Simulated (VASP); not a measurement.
# AlGa3N4 (P-43m) in VASP: further runs

AlGa3N4 is run at these levels: PBEsol; tasks: relaxation of cell and atoms.

Program: VASP 6.6.1. These are calculated values, not measurements. Logs are shortened: lines on timing, memory, paths and dates and some standing lists are left out, and cuts for length are marked.

## 1. The cell of the first run

It takes space group P-43m (No. 215, cubic). The conventional cell has a = 4.468 Å, b = 4.468 Å, c = 4.468 Å, α = 90.00°, β = 90.00°, γ = 90.00°. Al (site symmetry -43m) has 4 N at 1.90 Å within 2.5 Å. Within 2.6 Å of Ga (site symmetry -42m) lie 4 N at 1.95 Å. N (site symmetry 3m) has 1 Al at 1.90 Å and 3 Ga at 1.95 Å within 2.5 Å.

## 2. Relaxation of cell and atoms, PBEsol

Contents of INCAR:

```
SYSTEM = AlGa3N4
PREC     = Accurate       ! precision mode
ENCUT    = 600            ! plane-wave cutoff, eV
EDIFF    = 1E-6           ! SCF threshold, eV
ISMEAR   = 0              ! smearing method
SIGMA    = 0.01           ! smearing width, eV
LREAL    = .False.        ! projectors in reciprocal space
LASPH    = .True.         ! aspherical terms in the spheres
NELM     = 60             ! most SCF steps
ALGO     = Normal         ! electronic algorithm
ISIF     = 3              ! what is computed and relaxed
LWAVE    = .False.        ! write WAVECAR
LCHARG   = .False.        ! write CHGCAR
GGA      = PS             ! functional
IBRION   = 2              ! ionic algorithm
NSW      = 80             ! ionic steps
EDIFFG   = -0.001         ! ionic threshold
```

Contents of KPOINTS:

```
Automatic mesh
0
Gamma
  6 6 6
  0 0 0
```

Contents of POSCAR:

```
AlGa3N4
1.0
    4.4676279360      0.0000000000      0.0000000000
    0.0000000000      4.4676279360      0.0000000000
    0.0000000000      0.0000000000      4.4676279360
Al Ga N
1 3 4
Direct
    0.0000000000      0.0000000000      0.0000000000
    0.5000000000      0.5000000000      0.0000000000
    0.5000000000      0.0000000000      0.5000000000
    0.0000000000      0.5000000000      0.5000000000
    0.7550309208      0.7550309208      0.2449690792
    0.7550309208      0.2449690792      0.7550309208
    0.2449690792      0.7550309208      0.7550309208
    0.2449690792      0.2449690792      0.2449690792
```

Potentials or basis: VASP PAW PBE potentials, release 64 (Al, Ga_d, N).

On the command line:

```
cat potpaw_PBE.64/Al/POTCAR potpaw_PBE.64/Ga_d/POTCAR potpaw_PBE.64/N/POTCAR > POTCAR
mpirun -np 1 vasp_std > vasp.out
```

OUTCAR:

```text
SYSTEM = AlGa3N4
   PREC = Accurate
   ENCUT = 600
   EDIFF = 1E-6
   ISMEAR = 0
   LREAL = .False.
   LASPH = .True.
   NELM = 60
   ISIF = 3
   GGA = PS
   IBRION = 2
   NSW = 80
   EDIFFG = -0.001

 ion  position               nearest neighbor table
   1  0.000  0.000  0.000-   5 1.90   6 1.90   7 1.90   8 1.90
   2  0.500  0.500  0.000-   5 1.95   6 1.95   7 1.95   8 1.95
   3  0.500  0.000  0.500-   5 1.95   6 1.95   7 1.95   8 1.95
   4  0.000  0.500  0.500-   5 1.95   6 1.95   7 1.95   8 1.95
   5  0.755  0.755  0.245-   1 1.90   2 1.95   3 1.95   4 1.95
   6  0.755  0.245  0.755-   1 1.90   2 1.95   3 1.95   4 1.95
   7  0.245  0.755  0.755-   1 1.90   2 1.95   3 1.95   4 1.95
   8  0.245  0.245  0.245-   1 1.90   2 1.95   3 1.95   4 1.95

  LATTYP: Found a simple cubic cell.
 ALAT       =     4.4676279360

  Lattice vectors:

 A1 = (   4.4676279360,   0.0000000000,   0.0000000000)
 A2 = (   0.0000000000,   4.4676279360,   0.0000000000)
 A3 = (   0.0000000000,   0.0000000000,   4.4676279360)

Analysis of symmetry for initial positions (statically):
=====================================================================
 Subroutine PRICEL returns:
 Original cell was already a primitive cell.

 Routine SETGRP: Setting up the symmetry group for a
 simple cubic supercell.

 Subroutine GETGRP returns: Found 24 space group operations
 (whereof 24 operations were pure point group operations)
 out of a pool of 48 trial point group operations.

The static configuration has the point symmetry T_d .

Analysis of symmetry for dynamics (positions and initial velocities):
=====================================================================
 Subroutine PRICEL returns:
 Original cell was already a primitive cell.

 Routine SETGRP: Setting up the symmetry group for a
 simple cubic supercell.

 Subroutine GETGRP returns: Found 24 space group operations
 (whereof 24 operations were pure point group operations)
 out of a pool of 48 trial point group operations.

The dynamic configuration has the point symmetry T_d .

 Subroutine INISYM returns: Found 24 space group operations
 (whereof 24 operations are pure point group operations),
 and found     1 'primitive' translations

----------------------------------------------------------------------------------------

                                     Primitive cell

  volume of cell :      89.1725

  direct lattice vectors                    reciprocal lattice vectors
     4.467627936  0.000000000  0.000000000     0.223832426  0.000000000  0.000000000
     0.000000000  4.467627936  0.000000000     0.000000000  0.223832426  0.000000000
     0.000000000  0.000000000  4.467627936     0.000000000  0.000000000  0.223832426

  length of vectors
     4.467627936  4.467627936  4.467627936     0.223832426  0.223832426  0.223832426

  position of ions in fractional coordinates (direct lattice)
     0.000000000  0.000000000  0.000000000
     0.500000000  0.500000000  0.000000000
     0.500000000  0.000000000  0.500000000
     0.000000000  0.500000000  0.500000000
     0.755030921  0.755030921  0.244969079
     0.755030921  0.244969079  0.755030921
     0.244969079  0.755030921  0.755030921
     0.244969079  0.244969079  0.244969079

  ion indices of the primitive-cell ions
   primitive index   ion index
                 1           1
                 2           2
                 3           3
                 4           4
                 5           5
                 6           6
                 7           7
                 8           8

----------------------------------------------------------------------------------------

 KPOINTS: Automatic mesh

Automatic generation of k-mesh.
 Grid dimensions read from file:
 generate k-points for:    6    6    6

 Generating k-lattice:

  Cartesian coordinates                     Fractional coordinates (reciprocal lattice)
     0.037305404  0.000000000  0.000000000     0.166666667  0.000000000  0.000000000
     0.000000000  0.037305404  0.000000000     0.000000000  0.166666667  0.000000000
     0.000000000  0.000000000  0.037305404     0.000000000  0.000000000  0.166666667

  Length of vectors
     0.037305404  0.037305404  0.037305404

  Shift w.r.t. Gamma in fractional coordinates (k-lattice)
     0.000000000  0.000000000  0.000000000

 Subroutine IBZKPT returns following result:
 ===========================================

 Found     20 irreducible k-points:

 Following reciprocal coordinates:
            Coordinates               Weight
  0.000000  0.000000  0.000000      1.000000
  0.166667  0.000000  0.000000      6.000000
  0.333333  0.000000  0.000000      6.000000
  0.500000  0.000000  0.000000      3.000000
  0.166667  0.166667  0.000000     12.000000
  0.333333  0.166667  0.000000     24.000000
[... 12 lines left out ...]
  0.500000  0.500000  0.333333      6.000000
  0.500000  0.500000  0.500000      1.000000
   k-points           NKPTS =     20   k-points in BZ     NKDIM =     20   number of bands    NBANDS=     37
   number of dos      NEDOS =    301   number of ions     NIONS =      8
   total plane-waves  NPLWV =  46656
   dimension x,y,z NGX =    36 NGY =   36 NGZ =   36
   dimension x,y,z NGXF=    72 NGYF=   72 NGZF=   72
   ions per type =               1   3   4
   NGX,Y,Z   is equivalent  to a cutoff of  13.40, 13.40, 13.40 a.u.
   NGXF,Y,Z  is equivalent  to a cutoff of  26.79, 26.79, 26.79 a.u.
 SYSTEM =  AlGa3N4
   PREC   = accura    normal or accurate (medium, high low for compatibility)
   ISTART =      0    job   : 0-new  1-cont  2-samecut
   ICHARG =      2    charge: 1-file 2-atom 10-const
   ISPIN  =      1    spin polarized calculation?
   LNONCOLLINEAR =      F non collinear calculations
   LSORBIT =      F    spin-orbit coupling
   LASPH  =      T    aspherical Exc in radial PAW
   ENCUT  =  600.0 eV  44.10 Ry    6.64 a.u.   8.92  8.92  8.92*2*pi/ulx,y,z
   NELM   =     60;   NELMIN=  2; NELMDL= -5     # of ELM steps
   EDIFF  = 0.1E-05   stopping-criterion for ELM
   LREAL  =      F    real-space projection
   EDIFFG = -.1E-02   stopping-criterion for IOM
   NSW    =     80    number of steps for IOM
   IBRION =      2    ionic relax: 0-MD 1-quasi-New 2-CG
   NFREE  =      1    steps in history (QN), initial steepest desc. (CG)
   ISIF   =      3    stress and relaxation
   ISYM   =      2    0-nonsym 1-usesym 2-fastsym
   POTIM  = 0.5000    time-step for ionic-motion
   TEBEG  =    0.0;   TEEND  =   0.0 temperature during run
   PSTRESS=    0.0 pullay stress
   NELECT =      62.0000    total number of electrons
   NUPDOWN=      -1.0000    fix difference up-down
   EMIN   =  10.00;   EMAX   =-10.00  energy-range for DOS
   EFERMI =   0.00;   METHOD = LEGACY
   ISMEAR =     0;   SIGMA  =   0.01  broadening in eV -4-tet -1-fermi 0-gaus
   EFERMI_NEDOS =   21; number of points for ismear=-14 and -15
   IALGO  =     38    algorithm
   IMIX   =      4    mixing-type and parameters
     AMIX     =   0.40;   BMIX     =  1.00
     AMIX_MAG =   1.60;   BMIX_MAG =  1.00
  volume/ion in A,a.u.               =      11.15        75.22
  Fermi-wavevector in a.u.,A,eV,Ry     =   1.450313  2.740694 28.618599  2.103408
  Thomas-Fermi vector in A             =   2.567939
   LORBIT       =      0    0 simple, 1 ext, 2 COOP (PROOUT), +10 PAW based schemes
   GGA     = PS    functional components
   LHFCALC =     F    Hartree Fock is set to
   AEXX    =    0.0000 exact exchange contribution
   IVDW    =     0    specifies the selected vdW correction
   LEPSILON=     F    determine dielectric tensor
   LRPA    =     F    only Hartree local field effects (RPA)
 conjugate gradient relaxation of ions
 non-spin polarized calculation
 Gauss-broadening in eV      SIGMA  =   0.01
  energy-cutoff  :      600.00
  volume of cell :       89.17
 maximum number of plane-waves:      3016
 NGX is ok and might be reduce to    36
   NGX = 17   NGY = 17   NGZ = 17

--------------------------------------- Ionic step        1  -------------------------------------------

 number of electron      61.9999964 magnetization

 Free energy of the ion-electron system (eV)
  ---------------------------------------------------
  ext. energy  EPLUGINS =         0.00000000
  ---------------------------------------------------
  free energy    TOTEN  =       -54.97465596 eV

  energy without entropy =      -54.97465596  energy(sigma->0) =      -54.97465596

------------------------ aborting loop because EDIFF is reached ----------------------------------------

  FORCE on cell =-STRESS in cart. coord.  units (eV):
  Direction    XX          YY          ZZ          XY          YZ          ZX
  --------------------------------------------------------------------------------------
  -------------------------------------------------------------------------------------
  Total       -0.1505021     -0.1505021     -0.1505021      0.0000000     -0.0000000     -0.0000000
  in kB       -2.7040962     -2.7040962     -2.7040962      0.0000000     -0.0000000     -0.0000000
  external PRESSURE =      -2.7040962 kB  Pullay stress =       0.0000000 kB
[... 279 lines left out ...]
  energy  without entropy=      -54.9748166319  energy(sigma->0) =      -54.97481663

--------------------------------------- Ionic step        8  -------------------------------------------

 number of electron      61.9999961 magnetization

 Free energy of the ion-electron system (eV)
  ---------------------------------------------------
  ext. energy  EPLUGINS =         0.00000000
  ---------------------------------------------------
  free energy    TOTEN  =       -54.97481785 eV

  energy without entropy =      -54.97481785  energy(sigma->0) =      -54.97481785

 E-fermi :   5.4025     XC(G=0): -11.7521

 val. band max:        5.3330269540   @ k =   0.0000   0.0000   0.0000
 cond. band min:       7.6542174546   @ k =   0.0000   0.0000   0.0000
 fundamental gap:      2.3211905005
 Fermi energy:         5.4025009313

 k-point     1 :       0.0000    0.0000    0.0000
  band No.  band energies     occupation
      1     -10.3674      2.00000
      2      -9.0604      2.00000
      3      -9.0604      2.00000
      4      -9.0604      2.00000
      5      -7.7810      2.00000
      6      -7.7594      2.00000
[... 824 lines left out ...]
  FREE ENERGIE OF THE ION-ELECTRON SYSTEM (eV)
  ---------------------------------------------------
  free  energy   TOTEN  =       -54.9748178528 eV

  energy  without entropy=      -54.9748178528  energy(sigma->0) =      -54.97481785

 reached required accuracy - stopping structural energy minimisation
```

Wall time 4.8 min (1 thread of Intel Xeon 6975P-C, shared host); peak memory 0.25 GiB.

What came out:

```yaml
Free_energy: -54.9748 eV
Relaxed_volume: 11.13 Å³/atom
Relaxed_cell: a = 4.465 Å, b = 4.465 Å, c = 4.465 Å, α = 90.00°, β = 90.00°, γ = 90.00°
Space_group_after_relaxing_to_0.05_Å: P-43m (No. 215)
Energy_gained_by_relaxing: 0.0 meV/atom
Ionic_steps: 8
Pressure_after_relaxing: 0.0 GPa
Band_gap_on_the_k_mesh: 2.32 eV, direct
```

The path:
```
step  energy change (eV)  largest force (eV/Å)  pressure (GPa)  volume (Å³)
   1              0.0000                0.0096           -0.27        89.17
   2             -0.0001                0.0023            0.17        88.93
   3             -0.0002                0.0020           -0.05        89.01
   4             -0.0002                0.0009            0.08        88.99
   5             -0.0002                0.0011            0.03        89.00
   6             -0.0002                0.0027            0.03        89.01
   7             -0.0002                0.0013           -0.03        89.03
   8             -0.0002                0.0004            0.00        89.02
```

Final structure:
```xyz
8
Lattice="4.4651 0.0000 0.0000 0.0000 4.4651 0.0000 0.0000 0.0000 4.4651" Properties=species:S:1:pos:R:3 pbc="T T T"
Al    0.0000    0.0000    0.0000
Ga    2.2325    2.2325    0.0000
Ga    2.2325    0.0000    2.2325
Ga    0.0000    2.2325    2.2325
N     3.3711    3.3711    1.0940
N     3.3711    1.0940    3.3711
N     1.0940    3.3711    3.3711
N     1.0940    1.0940    1.0940
```

Caveat: the PAW data sets were made with another functional, which shifts forces and pressure a little.

## 3. Relaxation of cell and atoms, PBEsol

This run uses another cell than the first one, of 11.18 Å³/atom, 1.003 times its volume.

Contents of INCAR:

```
SYSTEM = AlGa3N4
  PREC = Accurate
  ENCUT = 600
  EDIFF = 1E-6
  ISMEAR = 0
  SIGMA = 0.02
  LREAL = .FALSE.
  LASPH = .TRUE.
  NELM = 80
  ALGO = Normal
  ISIF = 3
  LWAVE = .FALSE.
  LCHARG = .FALSE.
  GGA = PS
  IBRION = 2
  NSW = 100
  EDIFFG = -0.005
```

Contents of KPOINTS:

```
regular mesh
0
G
  6 6 6
  0 0 0
```

Contents of POSCAR:

```
AlGa3N4
1.0
    4.4716853600      0.0000000000      0.0000000000
    0.0000000000      4.4716853600      0.0000000000
    0.0000000000      0.0000000000      4.4716853600
Al Ga N
1 3 4
Direct
    0.0000000000      0.0000000000      0.0000000000
    0.5000000000      0.5000000000      0.0000000000
    0.5000000000      0.0000000000      0.5000000000
    0.0000000000      0.5000000000      0.5000000000
    0.7557144200      0.7557144200      0.2442855800
    0.7557144200      0.2442855800      0.7557144200
    0.2442855800      0.7557144200      0.7557144200
    0.2442855800      0.2442855800      0.2442855800
```

Potentials or basis: VASP PAW PBE potentials, release 64 (Al, Ga_d, N).

On the command line:

```
cat potpaw_PBE.64/Al/POTCAR potpaw_PBE.64/Ga_d/POTCAR potpaw_PBE.64/N/POTCAR > POTCAR
mpirun -np 1 vasp_std > vasp.out
```

It used 200 s of CPU time on 1 thread of Intel Xeon 6975P-C (shared host).

It converged, with:

```yaml
Free_energy: -54.9752 eV
Relaxed_volume: 11.13 Å³/atom
Relaxed_cell: a = 4.465 Å, b = 4.465 Å, c = 4.465 Å, α = 90.00°, β = 90.00°, γ = 90.00°
Space_group_after_relaxing_to_0.05_Å: P-43m (No. 215)
Energy_gained_by_relaxing: 0.3 meV/atom
Ionic_steps: 6
Pressure_after_relaxing: 0.0 GPa
Band_gap_on_the_k_mesh: 2.32 eV, direct
```

The path:
```csv
step,energy change (eV),largest force (eV/Å),pressure (GPa),volume (Å³)
1,0.0000,0.1404,-0.78,89.42
2,-0.0019,0.0275,0.63,88.71
3,-0.0025,0.0267,0.19,88.94
4,-0.0025,0.0279,0.17,88.95
5,-0.0026,0.0097,-0.07,89.06
6,-0.0026,0.0019,0.05,89.03
```

Final structure:
```cif
data_structure
_symmetry_space_group_name_H-M 'P 1'
_symmetry_Int_Tables_number 1
_cell_length_a 4.4652
_cell_length_b 4.4652
_cell_length_c 4.4652
_cell_angle_alpha 90.000
_cell_angle_beta 90.000
_cell_angle_gamma 90.000
_cell_volume 89.03
loop_
_atom_site_label
_atom_site_type_symbol
_atom_site_fract_x
_atom_site_fract_y
_atom_site_fract_z
_atom_site_occupancy
Al1 Al 0.00000 0.00000 0.00000 1
Ga1 Ga 0.50000 0.50000 0.00000 1
Ga2 Ga 0.50000 0.00000 0.50000 1
Ga3 Ga 0.00000 0.50000 0.50000 1
N1 N 0.75499 0.75499 0.24501 1
N2 N 0.75499 0.24501 0.75499 1
N3 N 0.24501 0.75499 0.75499 1
N4 N 0.24501 0.24501 0.24501 1
```

Levels at points of the mesh, in eV from the valence-band top:
| k point | band 27 | band 28 | band 29 | band 30 | band 31 | band 32 | band 33 | band 34 | band 35 | band 36 |
| --- | --- | --- | --- | --- | --- | --- | --- | --- | --- | --- |
| (0.00, 0.00, 0.00) | -2.48 | -2.48 | 0.00 | 0.00 | 0.00 | 2.32 | 3.34 | 3.34 | 3.34 | 6.46 |
| (0.50, 0.00, 0.00) | -2.84 | -1.49 | -1.49 | -1.20 | -1.20 | 4.85 | 4.95 | 6.15 | 6.15 | 7.69 |
| (0.50, 0.50, 0.00) | -3.05 | -0.99 | -0.94 | -0.94 | -0.63 | 6.68 | 6.85 | 6.85 | 7.28 | 7.29 |
| (0.50, 0.50, 0.50) | -0.76 | -0.76 | -0.69 | -0.69 | -0.69 | 4.94 | 4.94 | 4.94 | 6.21 | 8.93 |

Caveat: the PAW data sets were made with another functional, which shifts forces and pressure a little.

(Part 1 of 2 ends here.)
